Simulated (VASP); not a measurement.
# KVTe3 (C2/m) in VASP: single point with PBE

Aim: the single point of KVTe3 with PBE.

All numbers are computed with VASP 6.6.1; they aren't measurements. Logs are shortened: lines on timing, memory, paths and dates and some standing lists are left out, and cuts for length are marked.

**1. The cell of the first run**

It takes space group C2/m (No. 12, monoclinic). The conventional cell has a = 9.939 Å, b = 11.920 Å, c = 7.032 Å, α = 90.00°, β = 134.95°, γ = 90.00°. Te (site symmetry m) has 2 V at 2.62 to 2.65 Å and 1 Te at 3.23 Å and 2 K at 3.39 Å within 3.5 Å. Te (site symmetry 2) has 2 V at 2.88 to 3.08 Å and 4 K at 3.52 Å and 8 Te at 3.92 to 4.04 Å within 4.1 Å. Within 3.5 Å of Te (site symmetry m) lie 2 V at 2.62 to 2.66 Å and 1 Te at 3.23 Å and 2 K at 3.39 Å. Within 3.5 Å of V (site symmetry 2/m) lie 6 Te at 2.65 to 2.88 Å. V (site symmetry 2/m) has 6 Te at 2.62 to 3.08 Å within 3.5 Å. K (site symmetry 2) has 12 Te at 3.39 to 4.49 Å and 8 V at 4.61 Å within 4.7 Å.

**2. Single point, PBE**

The input, INCAR:

```
SYSTEM = KVTe3
ALGO     = Normal         ! electronic algorithm
EDIFF    = 1E-6           ! SCF threshold, eV
ENCUT    = 520            ! plane-wave cutoff, eV
GGA      = PE             ! functional
ISIF     = 2              ! what is computed and relaxed
ISMEAR   = -1             ! smearing method
LASPH    = .TRUE.         ! aspherical terms in the spheres
LCHARG   = .FALSE.        ! write CHGCAR
LREAL    = .FALSE.        ! projectors in reciprocal space
LWAVE    = .FALSE.        ! write WAVECAR
NBANDS   = 51             ! bands
NELM     = 100            ! most SCF steps
PREC     = Accurate       ! precision mode
SIGMA    = 0.0822         ! smearing width, eV
```

The input, KPOINTS:

```
k-points
0
G
  4 3 3
  0 0 0
```

The input, POSCAR:

```
KVTe3
1.0
   -0.2214451477      7.0303549941      0.0000000000
    3.4032343723      3.6307701646      5.9602469332
    3.4032343723      3.6307701646     -5.9602469332
Te V K
6 2 2
Direct
    1.0038526575      0.1601120428      0.1601120428
   -0.0038526575      0.8398879572      0.8398879572
    0.5000000000      0.2580950406      0.7419049594
    0.5000000000      0.7419049594      0.2580950406
    0.3244572664      0.3355995680      0.3355995680
    0.6755427336      0.6644004320      0.6644004320
    0.5000000000      0.5000000000      0.5000000000
    0.5000000000      0.0000000000      0.0000000000
    0.0000000000      0.2501564138      0.7498435862
    0.0000000000      0.7498435862      0.2501564138
```

Potentials or basis: VASP PAW PBE potentials, release 64 (Te, V_sv, K_sv).

On the command line:

```bash
$ cat potpaw_PBE.64/Te/POTCAR potpaw_PBE.64/V_sv/POTCAR potpaw_PBE.64/K_sv/POTCAR > POTCAR
$ mpirun -np 1 vasp_std > vasp.out
```

OUTCAR:

```text
SYSTEM = KVTe3
   EDIFF = 1E-6
   ENCUT = 520
   GGA = PE
   ISIF = 2
   ISMEAR = -1
   LASPH = .TRUE.
   LREAL = .FALSE.
   NELM = 100
   PREC = Accurate

 ion  position               nearest neighbor table
   1  0.004  0.160  0.160-   8 2.62   7 2.65   2 3.23   9 3.39  10 3.39
   2  0.996  0.840  0.840-   8 2.62   7 2.65   1 3.23  10 3.39   9 3.39
   3  0.500  0.258  0.742-   7 2.88   8 3.08  10 3.52  10 3.52   9 3.52   9 3.52
   4  0.500  0.742  0.258-   7 2.88   8 3.08   9 3.52   9 3.52  10 3.52  10 3.52
   5  0.324  0.336  0.336-   8 2.62   7 2.66   6 3.23  10 3.39   9 3.39
   6  0.676  0.664  0.664-   8 2.62   7 2.66   5 3.23   9 3.39  10 3.39
   7  0.500  0.500  0.500-   1 2.65   2 2.65   6 2.66   5 2.66   4 2.88   3 2.88
   8  0.500  0.000  0.000-   5 2.62   6 2.62   1 2.62   2 2.62   3 3.08   4 3.08
   9  0.000  0.250  0.750-   5 3.39   6 3.39   1 3.39   2 3.39   4 3.52   4 3.52   3 3.52   3 3.52

  10  0.000  0.750  0.250-   5 3.39   6 3.39   2 3.39   1 3.39   3 3.52   3 3.52   4 3.52   4 3.52

  LATTYP: Found a base centered monoclinic cell.
 ALAT       =     9.9389091224
 B/A-ratio  =     1.1993764828
 C/A-ratio  =     0.7074936729
 COS(beta)  =    -0.7065061220

  Lattice vectors:

 A1 = (  -3.6246795200,   3.3995848295,  -5.9602469332)
 A2 = (  -3.6246795200,   3.3995848295,   5.9602469332)
 A3 = (   7.0279138923,   0.2311853351,   0.0000000000)

Analysis of symmetry for initial positions (statically):
=====================================================================
 Subroutine PRICEL returns:
 Original cell was already a primitive cell.

 Routine SETGRP: Setting up the symmetry group for a
 base centered monoclinic supercell.

 Subroutine GETGRP returns: Found  4 space group operations
 (whereof  4 operations were pure point group operations)
 out of a pool of  4 trial point group operations.

The static configuration has the point symmetry C_2h.

Analysis of symmetry for dynamics (positions and initial velocities):
=====================================================================
 Subroutine PRICEL returns:
 Original cell was already a primitive cell.

 Routine SETGRP: Setting up the symmetry group for a
 base centered monoclinic supercell.

 Subroutine GETGRP returns: Found  4 space group operations
 (whereof  4 operations were pure point group operations)
 out of a pool of  4 trial point group operations.

The dynamic configuration has the point symmetry C_2h.

 Subroutine INISYM returns: Found  4 space group operations
 (whereof  4 operations are pure point group operations),
 and found     1 'primitive' translations

----------------------------------------------------------------------------------------

                                     Primitive cell

  volume of cell :     294.7934

  direct lattice vectors                    reciprocal lattice vectors
    -0.221445148  7.030354994  0.000000000    -0.146816648  0.137615834  0.000000000
     3.403234372  3.630770165  5.960246933     0.142142453  0.004477264  0.083889142
     3.403234372  3.630770165 -5.960246933     0.142142453  0.004477264 -0.083889142

  length of vectors
     7.033841717  7.764601708  7.764601708     0.201229337  0.165111814  0.165111814

  position of ions in fractional coordinates (direct lattice)
     0.003852657  0.160112043  0.160112043
     0.996147343  0.839887957  0.839887957
     0.500000000  0.258095041  0.741904959
     0.500000000  0.741904959  0.258095041
     0.324457266  0.335599568  0.335599568
     0.675542734  0.664400432  0.664400432
     0.500000000  0.500000000  0.500000000
     0.500000000  1.000000000  1.000000000
     0.000000000  0.250156414  0.749843586
     0.000000000  0.749843586  0.250156414

  ion indices of the primitive-cell ions
   primitive index   ion index
                 1           1
                 2           2
                 3           3
                 4           4
                 5           5
                 6           6
                 7           7
                 8           8
                 9           9
                10          10

----------------------------------------------------------------------------------------

 KPOINTS: k-points

Automatic generation of k-mesh.
 Grid dimensions read from file:
 generate k-points for:    4    3    3

 Generating k-lattice:

  Cartesian coordinates                     Fractional coordinates (reciprocal lattice)
    -0.036704162  0.034403958  0.000000000     0.250000000  0.000000000  0.000000000
     0.047380818  0.001492421  0.027963047    -0.000000000  0.333333333  0.000000000
     0.047380818  0.001492421 -0.027963047    -0.000000000  0.000000000  0.333333333

  Length of vectors
     0.050307334  0.055037271  0.055037271

  Shift w.r.t. Gamma in fractional coordinates (k-lattice)
     0.000000000  0.000000000  0.000000000

 Subroutine IBZKPT returns following result:
 ===========================================

 Found     14 irreducible k-points:

 Following reciprocal coordinates:
            Coordinates               Weight
  0.000000  0.000000  0.000000      1.000000
  0.250000  0.000000  0.000000      2.000000
  0.500000  0.000000  0.000000      1.000000
  0.000000  0.333333 -0.000000      4.000000
  0.250000  0.333333 -0.000000      4.000000
  0.500000  0.333333 -0.000000      4.000000
 -0.250000  0.333333 -0.000000      4.000000
  0.000000  0.333333  0.333333      2.000000
  0.250000  0.333333  0.333333      2.000000
  0.500000  0.333333  0.333333      2.000000
 -0.250000  0.333333  0.333333      2.000000
  0.000000 -0.333333  0.333333      2.000000
  0.250000 -0.333333  0.333333      4.000000
  0.500000 -0.333333  0.333333      2.000000
   k-points           NKPTS =     14   k-points in BZ     NKDIM =     14   number of bands    NBANDS=     51
   number of dos      NEDOS =    301   number of ions     NIONS =     10
   total plane-waves  NPLWV = 194400
   dimension x,y,z NGX =    54 NGY =   60 NGZ =   60
   dimension x,y,z NGXF=   108 NGYF=  120 NGZF=  120
   ions per type =               6   2   2
   NGX,Y,Z   is equivalent  to a cutoff of  12.76, 12.85, 12.85 a.u.
   NGXF,Y,Z  is equivalent  to a cutoff of  25.53, 25.69, 25.69 a.u.
 SYSTEM =  KVTe3
   PREC   = accura    normal or accurate (medium, high low for compatibility)
   ISTART =      0    job   : 0-new  1-cont  2-samecut
   ICHARG =      2    charge: 1-file 2-atom 10-const
   ISPIN  =      1    spin polarized calculation?
   LNONCOLLINEAR =      F non collinear calculations
   LSORBIT =      F    spin-orbit coupling
   LASPH  =      T    aspherical Exc in radial PAW
   ENCUT  =  520.0 eV  38.22 Ry    6.18 a.u.  13.08 14.44 14.44*2*pi/ulx,y,z
   NELM   =    100;   NELMIN=  2; NELMDL= -5     # of ELM steps
   EDIFF  = 0.1E-05   stopping-criterion for ELM
   LREAL  =      F    real-space projection
   EDIFFG = 0.1E-04   stopping-criterion for IOM
   NSW    =      0    number of steps for IOM
   IBRION =     -1    ionic relax: 0-MD 1-quasi-New 2-CG
   NFREE  =      0    steps in history (QN), initial steepest desc. (CG)
   ISIF   =      2    stress and relaxation
   ISYM   =      2    0-nonsym 1-usesym 2-fastsym
   POTIM  = 0.5000    time-step for ionic-motion
   TEBEG  =    0.0;   TEEND  =   0.0 temperature during run
   PSTRESS=    0.0 pullay stress
   NELECT =      80.0000    total number of electrons
   NUPDOWN=      -1.0000    fix difference up-down
   EMIN   =  10.00;   EMAX   =-10.00  energy-range for DOS
   EFERMI =   0.00;   METHOD = LEGACY
   ISMEAR =    -1;   SIGMA  =   0.08  broadening in eV -4-tet -1-fermi 0-gaus
   EFERMI_NEDOS =   21; number of points for ismear=-14 and -15
   IALGO  =     38    algorithm
   IMIX   =      4    mixing-type and parameters
     AMIX     =   0.40;   BMIX     =  1.00
     AMIX_MAG =   1.60;   BMIX_MAG =  1.00
  volume/ion in A,a.u.               =      29.48       198.94
  Fermi-wavevector in a.u.,A,eV,Ry     =   1.059902  2.002924 15.284671  1.123392
  Thomas-Fermi vector in A             =   2.195264
   LORBIT       =      0    0 simple, 1 ext, 2 COOP (PROOUT), +10 PAW based schemes
   GGA     = PE    functional components
   LHFCALC =     F    Hartree Fock is set to
   AEXX    =    0.0000 exact exchange contribution
   IVDW    =     0    specifies the selected vdW correction
   LEPSILON=     F    determine dielectric tensor
   LRPA    =     F    only Hartree local field effects (RPA)
 non-spin polarized calculation
  energy-cutoff  :      520.00
  volume of cell :      294.79
 maximum number of plane-waves:      7958
 NGX is ok and might be reduce to    54
   NGX = 27   NGY = 29   NGZ = 29

 number of electron      80.0000002 magnetization

 Free energy of the ion-electron system (eV)
  ---------------------------------------------------
  ext. energy  EPLUGINS =         0.00000000
  ---------------------------------------------------
  free energy    TOTEN  =       -42.26597034 eV

  energy without entropy =      -42.10193255  energy(sigma->0) =      -42.18395144

 E-fermi :   4.8294     XC(G=0):  -9.2018

 val. band max:        4.8205987576   @ k =   0.5000   0.3333   0.3333
 cond. band min:       4.9050641416   @ k =   0.2500   0.0000   0.0000
 fundamental gap:      0.0844653840
 Fermi energy:         4.8293960064

 k-point     1 :       0.0000    0.0000    0.0000
  band No.  band energies     occupation
      1     -59.8945      2.00000
      2     -59.8588      2.00000
      3     -33.9564      2.00000
      4     -33.9118      2.00000
      5     -33.6359      2.00000
      6     -33.6278      2.00000
[... 43 lines left out ...]
     50       8.2553      0.00000
     51       8.9273      0.00000

 k-point     2 :       0.2500    0.0000    0.0000
  band No.  band energies     occupation
      1     -59.8945      2.00000
      2     -59.8588      2.00000
      3     -33.9564      2.00000
      4     -33.9118      2.00000
      5     -33.6359      2.00000
      6     -33.6278      2.00000
[... 640 lines left out ...]
 k-point    14 :       0.5000   -0.3333    0.3333
  band No.  band energies     occupation
      1     -59.8945      2.00000
      2     -59.8588      2.00000
      3     -33.9564      2.00000
      4     -33.9118      2.00000
      5     -33.6359      2.00000
      6     -33.6278      2.00000
[... 43 lines left out ...]
     50       7.7787      0.00000
     51       9.5045      0.00000

------------------------ aborting loop because EDIFF is reached ----------------------------------------

  FORCE on cell =-STRESS in cart. coord.  units (eV):
  Direction    XX          YY          ZZ          XY          YZ          ZX
  --------------------------------------------------------------------------------------
  -------------------------------------------------------------------------------------
  Total       -0.0376114     -0.0275369      0.0364472     -0.0092627      0.0000000      0.0000000
  in kB       -0.2044150     -0.1496610      0.1980874     -0.0503423      0.0000000      0.0000000
  external PRESSURE =      -0.0519962 kB  Pullay stress =       0.0000000 kB

 VOLUME and BASIS-vectors are now :
 -----------------------------------------------------------------------------
  energy-cutoff  :      520.00
  volume of cell :      294.79
      direct lattice vectors                 reciprocal lattice vectors
    -0.221445148  7.030354994  0.000000000    -0.146816648  0.137615834  0.000000000
     3.403234372  3.630770165  5.960246933     0.142142453  0.004477264  0.083889142
     3.403234372  3.630770165 -5.960246933     0.142142453  0.004477264 -0.083889142

 POSITION                                       TOTAL-FORCE (eV/Angst)
 -----------------------------------------------------------------------------------
      1.08894      1.18975      0.00000         0.005455     -0.001638      0.000000
      5.49608     13.10215      0.00000        -0.005455      0.001638      0.000000
      3.29251      7.14595     -2.88363        -0.000000      0.000000      0.001670
      3.29251      7.14595      2.88363        -0.000000      0.000000     -0.001670
      2.21240      4.71802      0.00000        -0.002683      0.001424      0.000000
      4.37263      9.57388      0.00000         0.002683     -0.001424      0.000000
      3.29251      7.14595      0.00000        -0.000000      0.000000      0.000000
     -0.11072      3.51518      0.00000        -0.000000      0.000000     -0.000000
      3.40323      3.63077     -2.97826        -0.000000      0.000000     -0.001254
      3.40323      3.63077      2.97826        -0.000000      0.000000      0.001254
 -----------------------------------------------------------------------------------
    total drift:                               -0.000000     -0.000000     -0.000000

  FREE ENERGIE OF THE ION-ELECTRON SYSTEM (eV)
  ---------------------------------------------------
  free  energy   TOTEN  =       -42.2659703364 eV

  energy  without entropy=      -42.1019325528  energy(sigma->0) =      -42.18395144
```

It took 10 min on 1 thread of Intel Xeon 8259CL, shared host; peak memory 0.57 GiB.

Results:

| Property | Result |
| --- | --- |
| Free energy | -42.2660 eV |
| Pressure | 0.0 GPa |
| Largest force | 0.006 eV/Å |
| Band gap on the k mesh | zero (bands 40 and 41 overlap by 0.12 eV) |

Forces on the atoms (eV/Å):
```
Te   0.005 -0.002  0.000
Te  -0.005  0.002  0.000
Te   0.000  0.000  0.002
Te   0.000  0.000 -0.002
Te  -0.003  0.001  0.000
Te   0.003 -0.001  0.000
V    0.000  0.000  0.000
V    0.000  0.000  0.000
K    0.000  0.000 -0.001
K    0.000  0.000  0.001
```

Caveat: spin-orbit coupling is left out, which moves the levels of the heavy elements.
